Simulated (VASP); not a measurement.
Runs of VASP 6.6.1 on MgO. The structure is that of space group Fm-3m (No. 225), or close to it. The cells are those of the table. 

```csv
level,cell,k mesh,smearing,grid for exact exchange (PRECFOCK),screening parameter,gap on the mesh (eV),pressure (GPa)
r2SCAN,"a = 3.016, b = 3.016, c = 2.973 Å, angles 60.5, 60.5, 59.1°, 2 atoms",10 × 10 × 10,gaussian 0.01 eV,-,-,5.33,-5.3
r2SCAN,"a = 2.973, b = 2.973, c = 2.979 Å, angles 59.9, 59.9, 59.9°, 2 atoms",10 × 10 × 10,gaussian 0.01 eV,-,-,5.65,(b)
PBE,"a = 2.973, b = 2.973, c = 2.979 Å, angles 59.9, 59.9, 59.9°, 2 atoms",10 × 10 × 10,fermi-dirac 0.02 eV,-,-,4.77,4.9
HSE06,"a = 2.872 Å, angles 60.0°, 2 atoms",8 × 8 × 8,gaussian 0.01 eV,Normal,0.2079 1/Å,7.68,(c)
r2SCAN,"a = 2.872 Å, angles 60.0°, 2 atoms",10 × 10 × 10,gaussian 0.01 eV,-,-,6.78,20.2
PBE,"a = 2.872 Å, angles 60.0°, 2 atoms",10 × 10 × 10,fermi-dirac 0.02 eV,-,-,5.86,26.9
PBE,"a = 3.016, b = 3.016, c = 2.973 Å, angles 60.5, 60.5, 59.1°, 2 atoms",10 × 10 × 10,fermi-dirac 0.02 eV,-,-,4.46,(a)
```

Alike in all rows: task single point; potentials or basis VASP PAW PBE potentials, release 64 (Mg, O); no spin polarisation; cutoff (eV) 520.

Estimate the missing entries.

(a) 0.5; (b) -1.1; (c) 20.8.

Caveats: the PAW data sets were made with another functional, which shifts forces and pressure a little (some runs).

